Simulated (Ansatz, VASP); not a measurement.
## Two plane-wave programs on NaF

```
Na F
1.0
     0.00000    2.32330    2.32330
     2.32330    0.00000    2.32330
     2.32330    2.32330    0.00000
Na F
1 1
Direct
  0.00000 0.00000 0.00000
  0.51614 0.51614 0.48386
```

Change from the starting cell: all F atoms moved +0.075 Å, as atom 2 along Cartesian [0 0 1].

Alike in both runs: task single point; functional PBEsol; k mesh 8 × 8 × 8; occupations gaussian, width 0.05 eV; no spin polarisation.

|  | VASP | Ansatz |
| --- | --- | --- |
| version | VASP 6.6.1 | Ansatz 0.2.0 |
| potentials or method | VASP PAW PBE potentials, release 64 (Na_pv, F), cutoff 520 eV | scalar-relativistic, plane waves, PAW |
| valence electrons in the cell | 14 | 16 |

```csv
,VASP,Ansatz,Ansatz less VASP
gap on the k mesh at the Fermi level (eV),6.12,6.14,+0.021
least direct gap on the mesh (eV),6.12,6.14,+0.021
pressure (GPa),-0.4,-0.4,+0.03
"traceless stress, the component that is largest in VASP (GPa)",0.42,0.40,-0.020
rms of the force components (eV/Å),0.098,0.093,-0.0045
```

VASP's potentials were made for PBE, not for PBEsol. Atom by atom the forces differ by 0.005 eV/Å (rms over components). VASP's potentials hold 14 valence electrons a cell and Ansatz's 16, so a difference there can come from the potentials and not from the codes.
